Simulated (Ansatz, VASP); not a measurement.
One calculation of C3N, two programs

```
CELL_PARAMETERS angstrom
4.46992 0.00000 0.00000
-2.23496 3.87107 0.00000
0.00000 0.00000 5.51255
ATOMIC_POSITIONS crystal
C 0.77233 0.00000 0.75000
C 0.77233 0.77233 0.25000
C 0.22767 0.00000 0.25000
C 0.22767 0.22767 0.75000
C 0.00000 0.77233 0.75000
C 0.00000 0.22767 0.25000
N 0.00000 0.00000 0.50000
N 0.00000 0.00000 0.00000
```

Change from the starting cell: species swapped into the ZrBr3 type (P6_3/mcm, No. 193).

Alike in both runs: functional PBE; k mesh 6 × 6 × 4; occupations gaussian, width 0.1 eV; no spin polarisation.

Ansatz relaxed the structure, and its values are those at the end. VASP's run is a single point on that final structure, the one shown.

|  | VASP | Ansatz |
| --- | --- | --- |
| version | VASP 6.6.1 | Ansatz 0.2.0 |
| potentials or method | VASP PAW PBE potentials, release 64 (C, N), cutoff 520 eV | scalar-relativistic, plane waves, PAW |
| valence electrons in the cell | 34 | 34 |

Ansatz gave:

| Quantity | Value |
| --- | --- |
| gap on the k mesh at the Fermi level (eV) | none |
| pressure (GPa) | 0.1 |
| rms of the force components (eV/Å) | 0.002 |

What did VASP give for the same quantities?

gap on the k mesh at the Fermi level (eV): none; pressure (GPa): 0.2; rms of the force components (eV/Å): 0.024.

A gap of «none» marks a metal or a gap that the smearing closes.
